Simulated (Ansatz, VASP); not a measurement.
# Two plane-wave programs on NaH

Contents of INCAR:

```
SYSTEM = NaH
PREC = Accurate
ENCUT = 500
EDIFF = 1E-6
ISMEAR = 0
SIGMA = 0.01
LREAL = .False.
LASPH = .True.
NELM = 120
ALGO = Normal
ISIF = 2
LWAVE = .False.
LCHARG = .False.
GGA = CA
NBANDS = 11
GGA_COMPAT = .False.
```

File KPOINTS:

```
regular mesh
0
Gamma
  8 8 8
  0 0 0
```

The input POSCAR:

```
NaH
1.0
    0.0000000000      2.3455367674      2.3338090835
    2.3455367674      0.0000000000      2.3338090835
    2.3455367674      2.3455367674      0.0000000000
Na H
1 1
Direct
    0.0000000000      0.0000000000      0.0000000000
    0.5000000000      0.5000000000      0.5000000000
```

Input for Ansatz:

```yaml
crystal:
  lattice:
    - [0.0, 2.34553676738, 2.33380908354]
    - [2.34553676738, 0.0, 2.33380908354]
    - [2.34553676738, 2.34553676738, 0.0]
  atoms:
    - { symbol: Na, position: [0.0, 0.0, 0.0] }
    - { symbol: H, position: [0.5, 0.5, 0.5] }
kpoints:
  mp_grid: { grid: [8, 8, 8] }
scf:
  occupations: { method: fixed }
  convergence: { dr2_threshold: 1.0e-10 }
hamiltonian:
  xc: lda
  pseudopotentials: { kind: paw }
output:
  forces: true
  stress: true
  eigenstates:
    kpoints:
      - [0.0, 0.0, 0.0]
      - [0.0, -0.5, 0.0]
      - [-0.5, 0.0, 0.0]
      - [0.0, 0.0, -0.5]
      - [-0.5, -0.5, -0.5]
      - [-0.25, -0.5, -0.75]
      - [-0.5, -0.25, -0.75]
      - [-0.25, -0.75, -0.5]
      - [-0.5, 0.0, -0.5]
      - [0.0, -0.5, -0.5]
      - [-0.5, -0.5, 0.0]
  eigenvalues: true
```

Change from the starting cell: z stretched by -0.5 %, x and y held, PAW files.

Alike in both runs: task single point; functional LDA; k mesh 8 × 8 × 8; no spin polarisation.

|  | VASP | Ansatz |
| --- | --- | --- |
| version | VASP 6.6.1 | Ansatz 0.2.0 |
| potentials or method | VASP PAW LDA potentials, release 64 (Na_pv, H) | PAW with Ansatz's default frozen-core files, scalar-relativistic |
| plane-wave cutoff (eV) | 500 | 420 |
| occupations | gaussian, width 0.01 eV | fixed |
| valence electrons in the cell | 8 | 10 |

|  | VASP | Ansatz | Ansatz less VASP |
| --- | --- | --- | --- |
| gap on the k mesh at the Fermi level (eV) | 3.55 | 3.55 | +0.002 |
| pressure (GPa) | 0.0 | 0.1 | +0.10 |
| traceless stress, the component that is largest in VASP (GPa) | 0.14 | 0.14 | -0.002 |

LDA's correlation is that of Perdew and Zunger in VASP and of Perdew and Wang (1992) in Ansatz. VASP's potentials hold 8 valence electrons a cell and Ansatz's 10, so a difference there can come from the potentials and not from the codes.
